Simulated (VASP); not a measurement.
# PbS (NiAs type) (P6_3/mmc) in VASP: relaxation of cell and atoms with PBE

Aim: the relaxation of cell and atoms of PbS (NiAs type) with PBE.

Everything below comes from runs of VASP 6.6.1. Logs are shortened: lines on timing, memory, paths and dates and some standing lists are left out, and cuts for length are marked.

## 1. The cell of the first run

It takes space group P6_3/mmc (No. 194, hexagonal). The conventional cell has a = 4.323 Å, b = 4.323 Å, c = 6.701 Å, α = 90.00°, β = 90.00°, γ = 120.00°. Within 4.0 Å of Pb (site symmetry -3m) lie 6 S at 3.01 Å and 2 Pb at 3.35 Å. S (site symmetry -6m2) has 6 Pb at 3.01 Å within 4.0 Å.

## 2. Relaxation of cell and atoms, PBE, target pressure 0.011 GPa, at which the enthalpy is minimised

The input, INCAR:

```
SYSTEM = PbS
PREC     = Accurate       ! precision mode
ENCUT    = 600            ! plane-wave cutoff, eV
EDIFF    = 1E-6           ! SCF threshold, eV
ISMEAR   = -1             ! smearing method
SIGMA    = 0.1            ! smearing width, eV
LREAL    = .False.        ! projectors in reciprocal space
LASPH    = .True.         ! aspherical terms in the spheres
NELM     = 100            ! most SCF steps
ALGO     = Normal         ! electronic algorithm
ISIF     = 3              ! what is computed and relaxed
LWAVE    = .False.        ! write WAVECAR
LCHARG   = .False.        ! write CHGCAR
GGA      = PE             ! functional
IBRION   = 2              ! ionic algorithm
NSW      = 60             ! ionic steps
EDIFFG   = -0.005         ! ionic threshold
PSTRESS  = 0.10999999999999999
```

The input, KPOINTS:

```
regular mesh
0
Gamma
  9 9 5
  0 0 0
```

The input, POSCAR:

```
PbS
1.0
    4.3230950680      0.0000000000      0.0000000000
   -2.1615475340      3.7439101519      0.0000000000
    0.0000000000      0.0000000000      6.7007973555
Pb S
2 2
Direct
    0.0000000000      0.0000000000      0.0000000000
    0.0000000000      0.0000000000      0.5000000000
    0.3333333333      0.6666666667      0.2500000000
    0.6666666667      0.3333333333      0.7500000000
```

Potentials or basis: VASP PAW PBE potentials, release 64 (Pb_d, S).

Launch:

```console
$ cat potpaw_PBE.64/Pb_d/POTCAR potpaw_PBE.64/S/POTCAR > POTCAR
$ mpirun -np 1 vasp_std > vasp.out
```

OUTCAR:

```text
SYSTEM = PbS
   PREC = Accurate
   ENCUT = 600
   EDIFF = 1E-6
   ISMEAR = -1
   LREAL = .False.
   LASPH = .True.
   NELM = 100
   ISIF = 3
   GGA = PE
   IBRION = 2
   NSW = 60
   EDIFFG = -0.005
   PSTRESS = 0.10999999999999999

 ion  position               nearest neighbor table
   1  0.000  0.000  0.000-   3 3.01   4 3.01   4 3.01   3 3.01   4 3.01   3 3.01   2 3.35   2 3.35

   2  0.000  0.000  0.500-   3 3.01   4 3.01   4 3.01   3 3.01   4 3.01   3 3.01   1 3.35   1 3.35

   3  0.333  0.667  0.250-   1 3.01   2 3.01   1 3.01   2 3.01   1 3.01   2 3.01
   4  0.667  0.333  0.750-   1 3.01   2 3.01   1 3.01   2 3.01   1 3.01   2 3.01

  LATTYP: Found a hexagonal cell.
 ALAT       =     4.3230950680
 C/A-ratio  =     1.5500000000

  Lattice vectors:

 A1 = (   4.3230950680,   0.0000000000,   0.0000000000)
 A2 = (  -2.1615475340,   3.7439101519,   0.0000000000)
 A3 = (   0.0000000000,   0.0000000000,   6.7007973555)

Analysis of symmetry for initial positions (statically):
=====================================================================
 Subroutine PRICEL returns:
 Original cell was already a primitive cell.

 Routine SETGRP: Setting up the symmetry group for a
 hexagonal supercell.

 Subroutine GETGRP returns: Found 24 space group operations
 (whereof 12 operations were pure point group operations)
 out of a pool of 24 trial point group operations.

The static configuration has the point symmetry D_3d.
 The point group associated with its full space group is D_6h.

Analysis of symmetry for dynamics (positions and initial velocities):
=====================================================================
 Subroutine PRICEL returns:
 Original cell was already a primitive cell.

 Routine SETGRP: Setting up the symmetry group for a
 hexagonal supercell.

 Subroutine GETGRP returns: Found 24 space group operations
 (whereof 12 operations were pure point group operations)
 out of a pool of 24 trial point group operations.

The dynamic configuration has the point symmetry D_3d.
 The point group associated with its full space group is D_6h.

 Subroutine INISYM returns: Found 24 space group operations
 (whereof 12 operations are pure point group operations),
 and found     1 'primitive' translations

----------------------------------------------------------------------------------------

                                     Primitive cell

  volume of cell :     108.4543

  direct lattice vectors                    reciprocal lattice vectors
     4.323095068  0.000000000  0.000000000     0.231315755  0.133550213  0.000000000
    -2.161547534  3.743910152  0.000000000     0.000000000  0.267100427  0.000000000
     0.000000000  0.000000000  6.700797355     0.000000000  0.000000000  0.149235971

  length of vectors
     4.323095068  4.323095068  6.700797355     0.267100427  0.267100427  0.149235971

  position of ions in fractional coordinates (direct lattice)
     0.000000000  0.000000000  0.000000000
     0.000000000  0.000000000  0.500000000
     0.333333333  0.666666667  0.250000000
     0.666666667  0.333333333  0.750000000

  ion indices of the primitive-cell ions
   primitive index   ion index
                 1           1
                 2           2
                 3           3
                 4           4

----------------------------------------------------------------------------------------

 KPOINTS: regular mesh

Automatic generation of k-mesh.
 Grid dimensions read from file:
 generate k-points for:    9    9    5

 Generating k-lattice:

  Cartesian coordinates                     Fractional coordinates (reciprocal lattice)
     0.025701751  0.014838913  0.000000000     0.111111111  0.000000000  0.000000000
     0.000000000  0.029677825  0.000000000     0.000000000  0.111111111  0.000000000
     0.000000000  0.000000000  0.029847194     0.000000000  0.000000000  0.200000000

  Length of vectors
     0.029677825  0.029677825  0.029847194

  Shift w.r.t. Gamma in fractional coordinates (k-lattice)
     0.000000000  0.000000000  0.000000000

 Subroutine IBZKPT returns following result:
 ===========================================

 Found     36 irreducible k-points:

 Following reciprocal coordinates:
            Coordinates               Weight
  0.000000  0.000000  0.000000      1.000000
  0.111111  0.000000  0.000000      6.000000
  0.222222  0.000000  0.000000      6.000000
  0.333333  0.000000  0.000000      6.000000
  0.444444  0.000000  0.000000      6.000000
  0.111111  0.111111  0.000000      6.000000
[... 16 lines left out ...]
  0.333333  0.222222  0.200000     24.000000
  0.333333  0.333333  0.200000      4.000000
 [... further k-points ...]
   k-points           NKPTS =     36   k-points in BZ     NKDIM =     36   number of bands    NBANDS=     24
   number of dos      NEDOS =    301   number of ions     NIONS =      4
   total plane-waves  NPLWV =  69984
   dimension x,y,z NGX =    36 NGY =   36 NGZ =   54
   dimension x,y,z NGXF=    72 NGYF=   72 NGZF=  108
   ions per type =               2   2
   NGX,Y,Z   is equivalent  to a cutoff of  13.84, 13.84, 13.40 a.u.
   NGXF,Y,Z  is equivalent  to a cutoff of  27.69, 27.69, 26.79 a.u.
 SYSTEM =  PbS
   PREC   = accura    normal or accurate (medium, high low for compatibility)
   ISTART =      0    job   : 0-new  1-cont  2-samecut
   ICHARG =      2    charge: 1-file 2-atom 10-const
   ISPIN  =      1    spin polarized calculation?
   LNONCOLLINEAR =      F non collinear calculations
   LSORBIT =      F    spin-orbit coupling
   LASPH  =      T    aspherical Exc in radial PAW
   ENCUT  =  600.0 eV  44.10 Ry    6.64 a.u.   8.63  8.63 13.38*2*pi/ulx,y,z
   NELM   =    100;   NELMIN=  2; NELMDL= -5     # of ELM steps
   EDIFF  = 0.1E-05   stopping-criterion for ELM
   LREAL  =      F    real-space projection
   EDIFFG = -.5E-02   stopping-criterion for IOM
   NSW    =     60    number of steps for IOM
   IBRION =      2    ionic relax: 0-MD 1-quasi-New 2-CG
   NFREE  =      1    steps in history (QN), initial steepest desc. (CG)
   ISIF   =      3    stress and relaxation
   ISYM   =      2    0-nonsym 1-usesym 2-fastsym
   POTIM  = 0.5000    time-step for ionic-motion
   TEBEG  =    0.0;   TEEND  =   0.0 temperature during run
   PSTRESS=    0.1 pullay stress
   NELECT =      40.0000    total number of electrons
   NUPDOWN=      -1.0000    fix difference up-down
   EMIN   =  10.00;   EMAX   =-10.00  energy-range for DOS
   EFERMI =   0.00;   METHOD = LEGACY
   ISMEAR =    -1;   SIGMA  =   0.10  broadening in eV -4-tet -1-fermi 0-gaus
   EFERMI_NEDOS =   21; number of points for ismear=-14 and -15
   IALGO  =     38    algorithm
   IMIX   =      4    mixing-type and parameters
     AMIX     =   0.40;   BMIX     =  1.00
     AMIX_MAG =   1.60;   BMIX_MAG =  1.00
  volume/ion in A,a.u.               =      27.11       182.97
  Fermi-wavevector in a.u.,A,eV,Ry     =   1.174030  2.218595 18.753548  1.378347
  Thomas-Fermi vector in A             =   2.310434
   LORBIT       =      0    0 simple, 1 ext, 2 COOP (PROOUT), +10 PAW based schemes
   GGA     = PE    functional components
   LHFCALC =     F    Hartree Fock is set to
   AEXX    =    0.0000 exact exchange contribution
   IVDW    =     0    specifies the selected vdW correction
   LEPSILON=     F    determine dielectric tensor
   LRPA    =     F    only Hartree local field effects (RPA)
 conjugate gradient relaxation of ions
 non-spin polarized calculation
  energy-cutoff  :      600.00
  volume of cell :      108.45
 maximum number of plane-waves:      3643
 NGX is ok and might be reduce to    36
   NGX = 17   NGY = 17   NGZ = 27

--------------------------------------- Ionic step        1  -------------------------------------------

 number of electron      40.0000004 magnetization

 Free energy of the ion-electron system (eV)
  ---------------------------------------------------
  ext. energy  EPLUGINS =         0.00000000
  ---------------------------------------------------
  free energy    TOTEN  =       -17.08600996 eV

  energy without entropy =      -17.07669911  energy(sigma->0) =      -17.08135453

------------------------ aborting loop because EDIFF is reached ----------------------------------------

  FORCE on cell =-STRESS in cart. coord.  units (eV):
  Direction    XX          YY          ZZ          XY          YZ          ZX
  --------------------------------------------------------------------------------------
  -------------------------------------------------------------------------------------
  Total       -0.4832493     -0.4832493      3.9686678      0.0000000      0.0000000      0.0000000
  in kB       -7.1389625     -7.1389625     58.6284812      0.0000000      0.0000000      0.0000000
  external PRESSURE =      14.6735188 kB  Pullay stress =       0.1100000 kB
[... 65 lines left out ...]
  enthalpy is  TOTEN    =       -17.2138458426 eV   P V=        0.0077097648

--------------------------------------- Ionic step        3  -------------------------------------------

 number of electron      40.0000008 magnetization

 E-fermi :   4.8639     XC(G=0):  -9.1875

 val. band max:        4.7930070386   @ k =   0.0000   0.0000   0.0000
 cond. band min:       5.1608958011   @ k =   0.4444   0.0000   0.0000
 fundamental gap:      0.3678887626
 Fermi energy:         4.8638848778

 k-point     1 :       0.0000    0.0000    0.0000
  band No.  band energies     occupation
      1     -12.2962      2.00000
      2     -12.2074      2.00000
      3     -12.2074      2.00000
      4     -12.1974      2.00000
      5     -12.1974      2.00000
      6     -12.1909      2.00000
[... 637 lines left out ...]
     23       8.0562      0.00000
     24       8.7477      0.00000

 [... further k-points ...]
[... 5 lines left out ...]
  --------------------------------------------------------------------------------------
  -------------------------------------------------------------------------------------
  Total       -1.8558014     -1.8558014     -0.9071269      0.0000000     -0.0000000     -0.0000000
  in kB      -25.7370891    -25.7370891    -12.5804440      0.0000000     -0.0000000     -0.0000000
  external PRESSURE =     -21.4615407 kB  Pullay stress =       0.1100000 kB
[... 185 lines left out ...]
  enthalpy is  TOTEN    =       -17.2900109638 eV   P V=        0.0075444519

--------------------------------------- Ionic step        8  -------------------------------------------

 number of electron      39.9999996 magnetization

 Free energy of the ion-electron system (eV)
  ---------------------------------------------------
  ext. energy  EPLUGINS =         0.00000000
  ---------------------------------------------------
  free energy    TOTEN  =       -17.29757687 eV

  energy without entropy =      -17.29421847  energy(sigma->0) =      -17.29589767

 E-fermi :   5.4999     XC(G=0):  -9.4291

 val. band max:        5.3272875510   @ k =   0.3333   0.3333   0.0000
 cond. band min:       5.5575016864   @ k =   0.0000   0.0000   0.0000
 fundamental gap:      0.2302141354
 Fermi energy:         5.4999383675

 k-point     1 :       0.0000    0.0000    0.0000
  band No.  band energies     occupation
      1     -11.7325      2.00000
      2     -11.6638      2.00000
      3     -11.6638      2.00000
      4     -11.6500      2.00000
      5     -11.6500      2.00000
      6     -11.6392      2.00000
[... 637 lines left out ...]
     23       8.9860      0.00000
     24       9.2175      0.00000

 [... further k-points ...]
[... 5 lines left out ...]
  --------------------------------------------------------------------------------------
  -------------------------------------------------------------------------------------
  Total        0.0262263      0.0262263      0.0037608      0.0000000     -0.0000000      0.0000000
  in kB        0.3826472      0.3826472      0.0548715      0.0000000     -0.0000000      0.0000000
  external PRESSURE =       0.1633887 kB  Pullay stress =       0.1100000 kB
[... 19 lines left out ...]
  FREE ENERGIE OF THE ION-ELECTRON SYSTEM (eV)
  ---------------------------------------------------
  free  energy   TOTEN  =       -17.2975768675 eV

  energy  without entropy=      -17.2942184650  energy(sigma->0) =      -17.29589767

  enthalpy is  TOTEN    =       -17.2900375769 eV   P V=        0.0075392905

 reached required accuracy - stopping structural energy minimisation
```

Wall time 5 min (1 thread of AMD EPYC 9R45 (Zen 5), shared host); peak memory 0.29 GiB.

Results:

```yaml
Free_energy: -17.2976 eV
Relaxed_volume: 27.45 Å³/atom
Relaxed_cell: a = 4.152 Å, b = 4.152 Å, c = 7.356 Å, α = 90.00°, β = 90.00°, γ = 120.00°
Space_group_after_relaxing_to_0.1_Å: P6_3/mmc (No. 194)
Energy_change_on_relaxing_the_run_minimises_the_enthalpy: -52.9 meV/atom
Ionic_steps: 8
Pressure_after_relaxing: 0.0 GPa
Band_gap_on_the_k_mesh: 0.01 eV
```

Step by step:
| step | energy change (eV) | largest force (eV/Å) | pressure (GPa) | volume (Å³) |
| --- | --- | --- | --- | --- |
| 1 | 0.0000 | 0.0000 | 1.48 | 108.45 |
| 2 | -0.1355 | 0.0000 | -0.59 | 112.29 |
| 3 | -0.1615 | 0.0000 | -2.14 | 115.53 |
| 4 | -0.1628 | 0.0000 | -1.80 | 114.84 |
| 5 | -0.2110 | 0.0000 | -0.24 | 110.49 |
| 6 | -0.2116 | 0.0000 | -0.05 | 109.98 |
| 7 | -0.2115 | 0.0000 | -0.02 | 109.89 |
| 8 | -0.2116 | 0.0000 | 0.03 | 109.81 |

Final structure:
```yaml
crystal:
  lattice:
    - [4.15174, 0.00000, 0.00000]
    - [-2.07587, 3.59551, 0.00000]
    - [0.00000, 0.00000, 7.35627]
  atoms:
    - { symbol: Pb, position: [0.00000, 0.00000, 0.00000] }
    - { symbol: Pb, position: [0.00000, 0.00000, 0.50000] }
    - { symbol: S, position: [0.33333, 0.66667, 0.25000] }
    - { symbol: S, position: [0.66667, 0.33333, 0.75000] }
```

Levels at points of the mesh, in eV from the valence-band top:
```
           k point  band 16  band 17  band 18  band 19  band 20  band 21  band 22  band 23  band 24
(0.00, 0.00, 0.00)    -2.17    -2.17    -1.75    -1.75     0.00     0.01     3.01     3.01     3.39
```

Caveat: the cell is relaxed towards a set pressure, so the run minimises the enthalpy, not the energy; spin-orbit coupling is left out, which moves the levels of the heavy elements. A k mesh can miss the band edges.

The gap in the log of VASP goes by the Fermi energy; the results here count the filled bands.